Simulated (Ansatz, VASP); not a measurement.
Two plane-wave programs on SnO2

The input POSCAR:

```
SnO2
1.0
   -2.0000686112      2.0000686112      5.1236788559
    2.0000686112     -2.0000686112      5.1236788559
    2.0000686112      2.0000686112     -5.1236788559
Sn O
2 4
Direct
    0.7269239461      0.2423079820      0.4846159641
    0.0000000000      0.0000000000      0.0000000000
    0.7965225900      0.7965225900      0.0000000000
    0.9534774100      0.4534774100      0.5000000000
    0.2034774100      0.2034774100      0.0000000000
    0.5465225900      0.0465225900      0.5000000000
```

Contents of INCAR.step1:

```
SYSTEM = SnO2
ALGO = Normal ; EDIFF = 1E-4
ENCUT = 520 ; GGA = PE
ISMEAR = 0 ; LASPH = .TRUE.
LCHARG = .FALSE. ; LREAL = .FALSE.
LWAVE = .TRUE. ; NBANDS = 35
NELM = 60 ; PREC = Accurate
SIGMA = 0.05
```

INCAR.step2

```
SYSTEM = SnO2
ALGO = Normal ; EDIFF = 1E-6
ENCUT = 520 ; ISIF = 2
ISMEAR = 0 ; ISTART = 1
LASPH = .TRUE. ; LCHARG = .FALSE.
LMIXTAU = .TRUE. ; LREAL = .FALSE.
LWAVE = .FALSE. ; METAGGA = R2SCAN
NBANDS = 35 ; NELM = 60
PREC = Accurate ; SIGMA = 0.05
```

The input KPOINTS:

```
k-points
0
G
  10 10 10
  0 0 0
```

Input for Ansatz:

```yaml
crystal:
  lattice:
    - [-2.0000686112, 2.0000686112, 5.1236788559]
    - [2.0000686112, -2.0000686112, 5.1236788559]
    - [2.0000686112, 2.0000686112, -5.1236788559]
  atoms:
    - { symbol: Sn, position: [0.7269239461, 0.242307982, 0.4846159641] }
    - { symbol: Sn, position: [0.0, 0.0, 0.0] }
    - { symbol: O, position: [0.79652259, 0.79652259, 0.0] }
    - { symbol: O, position: [0.95347741, 0.45347741, 0.5] }
    - { symbol: O, position: [0.20347741, 0.20347741, 0.0] }
    - { symbol: O, position: [0.54652259, 0.04652259, 0.5] }
basis:
  ecutwfc: 500
kpoints:
  mp_grid: { grid: [10, 10, 10] }
hamiltonian:
  xc: r2scan
scf:
  occupations: { method: gaussian, width: 0.05 }
output:
  forces: true
  stress: true
  eigenvalues: true
```

Alike in both runs: task single point; functional r2SCAN; k mesh 10 × 10 × 10; occupations gaussian, width 0.05 eV; no spin polarisation.

|  | VASP | Ansatz |
| --- | --- | --- |
| version | VASP 6.6.1 | Ansatz 0.2.0 |
| potentials or method | VASP PAW PBE potentials, release 64 (Sn_d, O), cutoff 520 eV | scalar-relativistic, plane waves, PAW |
| valence electrons in the cell | 52 | 52 |

VASP gave:

| Property | Result |
| --- | --- |
| gap on the k mesh at the Fermi level (eV) | 2.28 |
| least direct gap on the mesh (eV) | 2.51 |
| pressure (GPa) | 0.8 |
| traceless stress, the component that is largest in VASP (GPa) | -4.06 |
| rms of the force components (eV/Å) | 0.722 |

**Question.** Which values does Ansatz return?

**Answer.** gap on the k mesh at the Fermi level (eV): 2.25; least direct gap on the mesh (eV): 2.49; pressure (GPa): -0.2; traceless stress, the component that is largest in VASP (GPa): -3.89; rms of the force components (eV/Å): 0.699.

VASP's potentials were made for PBE, not for r2SCAN. Atom by atom the forces differ by 0.031 eV/Å (rms over components). The functional is the same, so the differences come from potentials, cutoffs and numerics.
